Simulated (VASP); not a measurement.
# Re (P6_3/mmc) in VASP: further runs

Aim: see how the results for Re move with the level of theory and the settings. Levels: PBEsol+D3(BJ), PBEsol+D4, RPBE+D4, revPBE+D3(BJ). Tasks: relaxation of cell and atoms.

Program: VASP 6.6.1. These are calculated values, not measurements. Logs are shortened: lines on timing, memory, paths and dates and some standing lists are left out, and cuts for length are marked.

### 1 The cell of the first run

The structure is hexagonal, space group P6_3/mmc (No. 194). The conventional cell has a = 2.766 Å, b = 2.766 Å, c = 8.939 Å, α = 90.00°, β = 90.00°, γ = 120.00°. Within 3.6 Å of Re (site symmetry -6m2) lie 12 Re at 2.75 to 2.77 Å. Within 3.6 Å of Re (site symmetry -3m) lie 12 Re at 2.75 to 2.77 Å.

### 2 Relaxation of cell and atoms, PBEsol+D3(BJ)

Input file INCAR:

```
  ALGO = Normal
  EDIFF = 1E-7
  EDIFFG = -0.01
  ENCUT = 600
  GGA = PS
  IBRION = 2
  ISIF = 3
  ISMEAR = -1
  IVDW = 12
  LASPH = True
  LCHARG = False
  LREAL = False
  LWAVE = False
  NELM = 60
  NSW = 60
  PREC = Accurate
  SIGMA = 0.05
```

Input file KPOINTS:

```
k-points
0
Gamma
  11 11 3
```

Input file POSCAR:

```
Re
1.0
    2.7663873939      0.0000000000      0.0000000000
   -1.3831936969      2.3957617598      0.0000000000
    0.0000000000      0.0000000000      8.9388451600
Re
4
Direct
    0.6666666667      0.3333333333      0.7500000000
    0.0000000000      0.0000000000      0.5000000000
    0.3333333333      0.6666666667      0.2500000000
    0.0000000000      0.0000000000      0.0000000000
```

Potentials or basis: VASP PAW PBE potentials, release 64 (Re).

The run is started by

```bash
> cat potpaw_PBE.64/Re/POTCAR > POTCAR
> mpirun -np 1 vasp_std > vasp.out
```

OUTCAR:

```text
EDIFF = 1E-7
   EDIFFG = -0.01
   ENCUT = 600
   GGA = PS
   IBRION = 2
   ISIF = 3
   ISMEAR = -1
   IVDW = 12
   LASPH = True
   LREAL = False
   NELM = 60
   NSW = 60
   PREC = Accurate
 IVDW          = 12

 ion  position               nearest neighbor table
   1  0.667  0.333  0.750-   2 2.75   4 2.75   2 2.75   4 2.75   2 2.75   4 2.75
   2  0.000  0.000  0.500-   1 2.75   3 2.75   3 2.75   1 2.75   1 2.75   3 2.75
   3  0.333  0.667  0.250-   2 2.75   4 2.75   2 2.75   4 2.75   2 2.75   4 2.75
   4  0.000  0.000  0.000-   1 2.75   3 2.75   3 2.75   1 2.75   1 2.75   3 2.75

  LATTYP: Found a hexagonal cell.
 ALAT       =     2.7663873939
 C/A-ratio  =     3.2312340563

  Lattice vectors:

 A1 = (   2.7663873939,   0.0000000000,   0.0000000000)
 A2 = (  -1.3831936969,   2.3957617598,   0.0000000000)
 A3 = (   0.0000000000,   0.0000000000,   8.9388451600)

Analysis of symmetry for initial positions (statically):
=====================================================================
 Subroutine PRICEL returns:
 Original cell was already a primitive cell.

 Routine SETGRP: Setting up the symmetry group for a
 hexagonal supercell.

 Subroutine GETGRP returns: Found 24 space group operations
 (whereof 12 operations were pure point group operations)
 out of a pool of 24 trial point group operations.

The static configuration has the point symmetry D_3d.
 The point group associated with its full space group is D_6h.

Analysis of symmetry for dynamics (positions and initial velocities):
=====================================================================
 Subroutine PRICEL returns:
 Original cell was already a primitive cell.

 Routine SETGRP: Setting up the symmetry group for a
 hexagonal supercell.

 Subroutine GETGRP returns: Found 24 space group operations
 (whereof 12 operations were pure point group operations)
 out of a pool of 24 trial point group operations.

The dynamic configuration has the point symmetry D_3d.
 The point group associated with its full space group is D_6h.

 Subroutine INISYM returns: Found 24 space group operations
 (whereof 12 operations are pure point group operations),
 and found     1 'primitive' translations

----------------------------------------------------------------------------------------

                                     Primitive cell

  volume of cell :      59.2431

  direct lattice vectors                    reciprocal lattice vectors
     2.766387394  0.000000000  0.000000000     0.361482272  0.208701887  0.000000000
    -1.383193697  2.395761760  0.000000000     0.000000000  0.417403774  0.000000000
     0.000000000  0.000000000  8.938845160     0.000000000  0.000000000  0.111871274

  length of vectors
     2.766387394  2.766387394  8.938845160     0.417403774  0.417403774  0.111871274

  position of ions in fractional coordinates (direct lattice)
     0.666666667  0.333333333  0.750000000
     0.000000000  0.000000000  0.500000000
     0.333333333  0.666666667  0.250000000
     0.000000000  0.000000000  0.000000000

  ion indices of the primitive-cell ions
   primitive index   ion index
                 1           1
                 2           2
                 3           3
                 4           4

----------------------------------------------------------------------------------------

 KPOINTS: k-points

Automatic generation of k-mesh.
 Grid dimensions read from file:
 generate k-points for:   11   11    3

 Generating k-lattice:

  Cartesian coordinates                     Fractional coordinates (reciprocal lattice)
     0.032862025  0.018972899  0.000000000     0.090909091  0.000000000  0.000000000
     0.000000000  0.037945798  0.000000000     0.000000000  0.090909091  0.000000000
     0.000000000  0.000000000  0.037290425     0.000000000  0.000000000  0.333333333

  Length of vectors
     0.037945798  0.037945798  0.037290425

  Shift w.r.t. Gamma in fractional coordinates (k-lattice)
     0.000000000  0.000000000  0.000000000

 Subroutine IBZKPT returns following result:
[... 42 lines left out ...]
   PSTRESS=    0.0 pullay stress
   NELECT =      28.0000    total number of electrons
   NUPDOWN=      -1.0000    fix difference up-down
   EMIN   =  10.00;   EMAX   =-10.00  energy-range for DOS
   EFERMI =   0.00;   METHOD = LEGACY
   ISMEAR =    -1;   SIGMA  =   0.05  broadening in eV -4-tet -1-fermi 0-gaus
   EFERMI_NEDOS =   21; number of points for ismear=-14 and -15
   IALGO  =     38    algorithm
   IMIX   =      4    mixing-type and parameters
     AMIX     =   0.40;   BMIX     =  1.00
     AMIX_MAG =   1.60;   BMIX_MAG =  1.00
  volume/ion in A,a.u.               =      14.81        99.95
  Fermi-wavevector in a.u.,A,eV,Ry     =   1.275209  2.409796 22.125236  1.626159
  Thomas-Fermi vector in A             =   2.407934
   LORBIT       =      0    0 simple, 1 ext, 2 COOP (PROOUT), +10 PAW based schemes
   GGA     = PS    functional components
   LHFCALC =     F    Hartree Fock is set to
   AEXX    =    0.0000 exact exchange contribution
   IVDW    =    12    specifies the selected vdW correction
   LEPSILON=     F    determine dielectric tensor
   LRPA    =     F    only Hartree local field effects (RPA)
 conjugate gradient relaxation of ions
 non-spin polarized calculation
  energy-cutoff  :      600.00
  volume of cell :       59.24
 maximum number of plane-waves:      2016
 NGX is ok and might be reduce to    24
   NGX = 11   NGY = 11   NGZ = 35

--------------------------------------- Ionic step        1  -------------------------------------------

 number of electron      28.0000000 magnetization

 Free energy of the ion-electron system (eV)
  ---------------------------------------------------
  ext. energy  EPLUGINS =         0.00000000
  ---------------------------------------------------
  free energy    TOTEN  =       -53.46533497 eV

  energy without entropy =      -53.44097077  energy(sigma->0) =      -53.45315287

------------------------ aborting loop because EDIFF is reached ----------------------------------------

 Edisp (eV)   -2.72696

 E8    (eV) :    -1.9764
[... 33 lines left out ...]
--------------------------------------- Ionic step        2  -------------------------------------------

 number of electron      28.0000001 magnetization

 E-fermi :  10.4198     XC(G=0): -14.8751

 val. band max:       10.3280273120   @ k =   0.3636   0.1818   0.3333
 cond. band min:      10.4330466305   @ k =   0.0000   0.0000   0.3333
 fundamental gap:      0.1050193184
 Fermi energy:        10.4197552415

 k-point     1 :       0.0000    0.0000    0.0000
  band No.  band energies     occupation
      1      -0.9440      2.00000
      2       1.6836      2.00000
      3       1.8027      2.00000
      4       2.0981      2.00000
      5       7.1950      2.00000
      6       7.3171      2.00000
[... 481 lines left out ...]
      5       5.1650      2.00000
      6       5.6062      2.00000
[... 10 lines left out ...]
     17      11.2371      0.00000
     18      11.7039      0.00000

 [... further k-points ...]

------------------------ aborting loop because EDIFF is reached ----------------------------------------

 Edisp (eV)   -3.32313

 E8    (eV) :    -2.4084
[... 201 lines left out ...]
--------------------------------------- Ionic step        7  -------------------------------------------

 number of electron      28.0000001 magnetization

 Free energy of the ion-electron system (eV)
  ---------------------------------------------------
  ext. energy  EPLUGINS =         0.00000000
  ---------------------------------------------------
  free energy    TOTEN  =       -53.46063519 eV

  energy without entropy =      -53.43662457  energy(sigma->0) =      -53.44862988

 E-fermi :   8.1841     XC(G=0): -13.9841

 val. band max:        8.1786375235   @ k =   0.3636   0.2727   0.3333
 cond. band min:       8.2234378724   @ k =   0.2727   0.0000   0.0000
 fundamental gap:      0.0448003489
 Fermi energy:         8.1841443371

 k-point     1 :       0.0000    0.0000    0.0000
  band No.  band energies     occupation
      1      -2.0132      2.00000
      2       0.3547      2.00000
      3       0.4376      2.00000
      4       1.2455      2.00000
      5       5.5387      2.00000
      6       5.6356      2.00000
[... 481 lines left out ...]
      5       3.9946      2.00000
      6       4.2981      2.00000
[... 10 lines left out ...]
     17       8.9527      0.00000
     18       9.3013      0.00000

 [... further k-points ...]

------------------------ aborting loop because EDIFF is reached ----------------------------------------

 Edisp (eV)   -2.82968

 E8    (eV) :    -2.0508
[... 27 lines left out ...]
  FREE ENERGIE OF THE ION-ELECTRON SYSTEM (eV)
  ---------------------------------------------------
  free  energy   TOTEN  =       -56.2903150574 eV

  energy  without entropy=      -56.2663044396  energy(sigma->0) =      -56.27830975

 reached required accuracy - stopping structural energy minimisation
```

It took 2 min on 1 thread of Intel Xeon Platinum 8559C (Emerald Rapids), shared host; peak memory 0.22 GiB.

What came out:

```yaml
Free_energy: -56.2903 eV
Relaxed_volume: 14.28 Å³/atom
Relaxed_cell: a = 2.732 Å, b = 2.732 Å, c = 8.832 Å, α = 90.00°, β = 90.00°, γ = 120.00°
Space_group_after_relaxing_to_0.05_Å: P6_3/mmc (No. 194)
Energy_gained_by_relaxing: 24.5 meV/atom
Ionic_steps: 7
Pressure_after_relaxing: 0.0 GPa
Dispersion_energy_per_atom: -0.707 eV
```

Step by step:
| step | energy change (eV) | largest force (eV/Å) | pressure (GPa) | volume (Å³) |
| --- | --- | --- | --- | --- |
| 1 | 0.0000 | 0.0000 | -14.20 | 59.24 |
| 2 | 2.0555 | 0.0000 | 94.55 | 48.69 |
| 3 | -0.0975 | 0.0000 | -1.10 | 57.26 |
| 4 | -0.0980 | 0.0000 | -0.22 | 57.14 |
| 5 | -0.0980 | 0.0000 | 0.07 | 57.10 |
| 6 | -0.0980 | 0.0000 | -0.24 | 57.14 |
| 7 | -0.0980 | 0.0000 | -0.01 | 57.11 |

Final structure:
```xyz
4
Lattice="2.7324 0.0000 0.0000 -1.3662 2.3664 0.0000 0.0000 0.0000 8.8320" Properties=species:S:1:pos:R:3 pbc="T T T"
Re    1.3662    0.7888    6.6240
Re    0.0000    0.0000    4.4160
Re    0.0000    1.5776    2.2080
Re    0.0000    0.0000    0.0000
```

Caveat: the bands computed are all filled at some k points, so no gap is given; the PAW data sets were made with another functional, which shifts forces and pressure a little; spin-orbit coupling is left out, which moves the levels of the heavy elements.

### 3 Relaxation of cell and atoms, PBEsol+D4

Input file INCAR:

```
ALGO = Normal
EDIFF = 1E-7
EDIFFG = -0.01
ENCUT = 600
GGA = PS
IBRION = 2
ISIF = 3
ISMEAR = -1
IVDW = 13
LASPH = True
LCHARG = False
LREAL = False
LWAVE = False
NELM = 100
NSW = 60
PREC = Accurate
SIGMA = 0.05
```

KPOINTS is that of step 2.

POSCAR is that of step 2.

Potentials or basis: VASP PAW PBE potentials, release 64 (Re).

The run is started by

```bash
> cat potpaw_PBE.64/Re/POTCAR > POTCAR
> mpirun -np 1 vasp_std > vasp.out
```

It took 2 min on 1 thread of Intel Xeon Platinum 8559C (Emerald Rapids), shared host; peak memory 0.21 GiB.

Results (log left out):

| Item | Value |
| --- | --- |
| Free energy | -55.1580 eV |
| Relaxed volume | 14.40 Å³/atom |
| Relaxed cell | a = 2.740 Å, b = 2.740 Å, c = 8.858 Å, α = 90.00°, β = 90.00°, γ = 120.00° |
| Space group after relaxing (to 0.05 Å) | P6_3/mmc (No. 194) |
| Energy gained by relaxing | 14.1 meV/atom |
| Ionic steps | 7 |
| Pressure after relaxing | 0.0 GPa |
| Dispersion energy per atom | -0.420 eV |

The path:
| step | energy change (eV) | largest force (eV/Å) | pressure (GPa) | volume (Å³) |
| --- | --- | --- | --- | --- |
| 1 | 0.0000 | 0.0000 | -10.79 | 59.24 |
| 2 | 1.1161 | 0.0000 | 64.13 | 51.09 |
| 3 | -0.0562 | 0.0000 | -0.64 | 57.70 |
| 4 | -0.0564 | 0.0000 | -0.10 | 57.63 |
| 5 | -0.0564 | 0.0000 | 0.13 | 57.59 |
| 6 | -0.0563 | 0.0000 | -0.44 | 57.68 |
| 7 | -0.0564 | 0.0000 | 0.00 | 57.61 |

Final structure:
```
Re
1.0
     2.74047    0.00000    0.00000
    -1.37024    2.37332    0.00000
     0.00000    0.00000    8.85794
Re
4
Direct
  0.66667 0.33333 0.75000
  0.00000 0.00000 0.50000
  0.33333 0.66667 0.25000
  0.00000 0.00000 0.00000
```

Levels at points of the mesh, in eV from the Fermi level:
| k point | band 10 | band 11 | band 12 | band 13 | band 14 | band 15 | band 16 | band 17 | band 18 |
| --- | --- | --- | --- | --- | --- | --- | --- | --- | --- |
| (0.00, 0.00, 0.00) | -1.97 | -1.70 | -1.27 | -1.27 | -1.15 | -1.15 | 0.55 | 0.66 | 0.66 |

Caveat: the bands computed are all filled at some k points, so no gap is given; the PAW data sets were made with another functional, which shifts forces and pressure a little; spin-orbit coupling is left out, which moves the levels of the heavy elements.

### 4 Relaxation of cell and atoms, RPBE+D4

Input file INCAR:

```
SYSTEM = Re
  PREC = Accurate
  ENCUT = 600
  EDIFF = 1E-6
  ISMEAR = -1
  SIGMA = 0.05
  LREAL = .FALSE.
  LASPH = .TRUE.
  NELM = 100
  ALGO = Normal
  ISIF = 3
  LWAVE = .FALSE.
  LCHARG = .FALSE.
  GGA = RP
  IVDW = 13
  IBRION = 2
  NSW = 60
  EDIFFG = -0.01
```

Input file KPOINTS:

```
regular mesh
0
G
  11 11 3
  0 0 0
```

POSCAR is that of step 3.

The run is started by

```bash
> cat potpaw_PBE.64/Re/POTCAR > POTCAR
> mpirun -np 1 vasp_std > vasp.out
```

It took 1.8 min on 1 thread of Intel Xeon Platinum 8559C (Emerald Rapids), shared host; peak memory 0.22 GiB.

Results (log left out):

| Item | Value |
| --- | --- |
| Free energy | -52.1340 eV |
| Relaxed volume | 14.58 Å³/atom |
| Relaxed cell | a = 2.751 Å, b = 2.751 Å, c = 8.897 Å, α = 90.00°, β = 90.00°, γ = 120.00° |
| Space group after relaxing (to 0.05 Å) | P6_3/mmc (No. 194) |
| Energy gained by relaxing | 4.5 meV/atom |
| Ionic steps | 7 |
| Pressure after relaxing | 0.0 GPa |
| Dispersion energy per atom | -1.231 eV |

Step by step:
```tsv
step	energy change (eV)	largest force (eV/Å)	pressure (GPa)	volume (Å³)
1	0.0000	0.0000	-5.99	59.24
2	0.3060	0.0000	29.82	54.62
3	-0.0178	0.0000	-0.17	58.34
4	-0.0178	0.0000	-0.08	58.32
5	-0.0178	0.0000	0.10	58.29
6	-0.0178	0.0000	-0.24	58.36
7	-0.0178	0.0000	0.00	58.31
```

Final structure:
```
Re
1.0
     2.75111    0.00000    0.00000
    -1.37556    2.38253    0.00000
     0.00000    0.00000    8.89673
Re
4
Direct
  0.66667 0.33333 0.75000
  0.00000 0.00000 0.50000
  0.33333 0.66667 0.25000
  0.00000 0.00000 0.00000
```

Levels at points of the mesh, in eV from the Fermi level:
| k point | band 12 | band 13 | band 14 | band 15 | band 16 | band 17 |
| --- | --- | --- | --- | --- | --- | --- |
| (0.00, 0.00, 0.00) | -1.24 | -1.24 | -1.13 | -1.13 | 0.50 | 0.66 |

Caveat: the bands computed are all filled at some k points, so no gap is given; the PAW data sets were made with another functional, which shifts forces and pressure a little; spin-orbit coupling is left out, which moves the levels of the heavy elements.

### 5 Relaxation of cell and atoms, revPBE+D3(BJ)

Input file INCAR:

```
ALGO     = Normal         # electronic algorithm
EDIFF    = 1E-6           # SCF threshold, eV
EDIFFG   = -0.01          # ionic threshold
ENCUT    = 600            # plane-wave cutoff, eV
GGA      = RE             # functional
IBRION   = 2              # ionic algorithm
ISIF     = 3              # what is computed and relaxed
ISMEAR   = -1             # smearing method
IVDW     = 12             # dispersion correction
LASPH    = T              # aspherical terms in the spheres
LCHARG   = F              # write CHGCAR
LREAL    = F              # projectors in reciprocal space
LWAVE    = F              # write WAVECAR
NELM     = 100            # most SCF steps
NSW      = 60             # ionic steps
PREC     = Accurate       # precision mode
SIGMA    = 0.05           # smearing width, eV
```

Input file KPOINTS:

```
k-points
0
Gamma
  11 11 3
```

POSCAR is that of step 4.

The run is started by

```bash
> cat potpaw_PBE.64/Re/POTCAR > POTCAR
> mpirun -np 1 vasp_std > vasp.out
```

Wall time 2.2 min (1 thread of Intel Xeon Platinum 8559C (Emerald Rapids), shared host); peak memory 0.23 GiB.

Results (log left out):

```
Free energy                            : -52.5142 eV
Relaxed volume                         : 14.52 Å³/atom
Relaxed cell                           : a = 2.747 Å, b = 2.747 Å, c = 8.886 Å, α = 90.00°, β = 90.00°, γ = 120.00°
Space group after relaxing (to 0.05 Å) : P6_3/mmc (No. 194)
Energy gained by relaxing              : 6.9 meV/atom
Ionic steps                            : 10
Pressure after relaxing                : 0.0 GPa
Dispersion energy per atom             : -1.205 eV
```

The path:
```csv
step,energy change (eV),largest force (eV/Å),pressure (GPa),volume (Å³)
1,0.0000,0.0000,-7.47,59.24
2,0.4891,0.0000,39.01,53.52
3,-0.0275,0.0000,-0.27,58.13
4,-0.0275,0.0000,-0.07,58.10
5,-0.0275,0.0000,0.06,58.07
6,-0.0275,0.0000,0.12,58.07
7,-0.0275,0.0000,0.13,58.07
8,-0.0275,0.0000,0.13,58.07
9,-0.0275,0.0000,-0.31,58.14
10,-0.0275,0.0000,0.01,58.09
```

Final structure:
```yaml
crystal:
  lattice:
    - [2.74745, 0.00000, 0.00000]
    - [-1.37373, 2.37936, 0.00000]
    - [0.00000, 0.00000, 8.88576]
  atoms:
    - { symbol: Re, position: [0.66667, 0.33333, 0.75000] }
    - { symbol: Re, position: [0.00000, 0.00000, 0.50000] }
    - { symbol: Re, position: [0.33333, 0.66667, 0.25000] }
    - { symbol: Re, position: [0.00000, 0.00000, 0.00000] }
```

Levels at points of the mesh, in eV from the Fermi level:
| k point | band 10 | band 11 | band 12 | band 13 | band 14 | band 15 | band 16 | band 17 | band 18 |
| --- | --- | --- | --- | --- | --- | --- | --- | --- | --- |
| (0.00, 0.00, 0.00) | -1.94 | -1.69 | -1.25 | -1.25 | -1.14 | -1.14 | 0.52 | 0.66 | 0.66 |

Caveat: the bands computed are all filled at some k points, so no gap is given; the PAW data sets were made with another functional, which shifts forces and pressure a little; spin-orbit coupling is left out, which moves the levels of the heavy elements.

### 6 Summary

| level | pressure (GPa) | relaxed volume (Å³/atom) |
| --- | --- | --- |
| PBEsol+D3(BJ) | 0.0 | 14.28 |
| PBEsol+D4 | 0.0 | 14.40 |
| RPBE+D4 | 0.0 | 14.58 |
| revPBE+D3(BJ) | 0.0 | 14.52 |

Alike in all rows: task relaxation of cell and atoms; potentials or basis VASP PAW PBE potentials, release 64 (Re); no spin polarisation; cell relaxed; k mesh 11 × 11 × 3; cutoff (eV) 600; smearing fermi-dirac 0.05 eV.

Caveats: the bands computed are all filled at some k points, so no gap is given; the PAW data sets were made with another functional, which shifts forces and pressure a little; spin-orbit coupling is left out, which moves the levels of the heavy elements.

Absolute energies hang on the potentials; compare differences alone.
